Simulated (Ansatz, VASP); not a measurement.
TiO: VASP beside Ansatz

```
CELL_PARAMETERS angstrom
2.78889 0.00000 0.00000
-1.39444 2.41525 0.00000
0.00000 0.00000 2.79408
ATOMIC_POSITIONS crystal
Ti 0.66667 0.33333 0.00000
O 0.00000 0.00000 0.50000
```

Alike in both runs: functional PBEsol; k mesh 18 × 18 × 16; occupations gaussian, width 0.1 eV; no spin polarisation.

Ansatz relaxed the structure, and its values are those at the end. VASP's run is a single point on that final structure, the one shown.

|  | VASP | Ansatz |
| --- | --- | --- |
| version | VASP 6.6.1 | Ansatz 0.2.0 |
| potentials or method | VASP PAW PBE potentials, release 64 (Ti_sv, O), cutoff 520 eV | scalar-relativistic, plane waves, PAW |
| valence electrons in the cell | 18 | 18 |

Ansatz gave:

```
gap on the k mesh at the Fermi level (eV) : none
pressure (GPa)                            : 0.0
```

Problem. What did VASP give for the same quantities?

Solution. gap on the k mesh at the Fermi level (eV): none; pressure (GPa): 0.7.

VASP's potentials were made for PBE, not for PBEsol. A gap of «none» marks a metal or a gap that the smearing closes. The functional is the same, so the differences come from potentials, cutoffs and numerics.
